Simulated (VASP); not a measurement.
A run of VASP 6.6.1 is set up as follows.

INCAR

```
SYSTEM = Ta
PREC = Accurate ; ENCUT = 500
EDIFF = 1E-7 ; ISMEAR = 0
SIGMA = 0.02 ; LREAL = .FALSE.
LASPH = .TRUE. ; NELM = 120
ALGO = Normal ; ISIF = 8
LWAVE = .FALSE. ; LCHARG = .FALSE.
GGA = CA ; IBRION = 2
NSW = 60 ; EDIFFG = -0.01
GGA_COMPAT = .FALSE. ; NELMIN = 4
```

KPOINTS

```
regular mesh
0
G
  9 9 9
  0 0 0
```

File POSCAR:

```
Ta
1.0
   -1.6512800000      1.6512800000      1.6512800000
    1.6512800000     -1.6512800000      1.6512800000
    1.6512800000      1.6512800000     -1.6512800000
Ta
1
Direct
    0.0000000000      0.0000000000      0.0000000000
```

Potentials or basis: VASP PAW LDA potentials, release 64 (Ta_sv_GW).

The run is started by

```sh
$ cat potpaw_LDA.64/Ta_sv_GW/POTCAR > POTCAR
$ mpirun -np 1 vasp_std > vasp.out
```

(1) What does it give for the space group after relaxing (to 0.1 Å)?

(2) What does it give for the relaxed volume?

Answers

(1) Im-3m (No. 229).

(2) 17.10 Å³/atom.
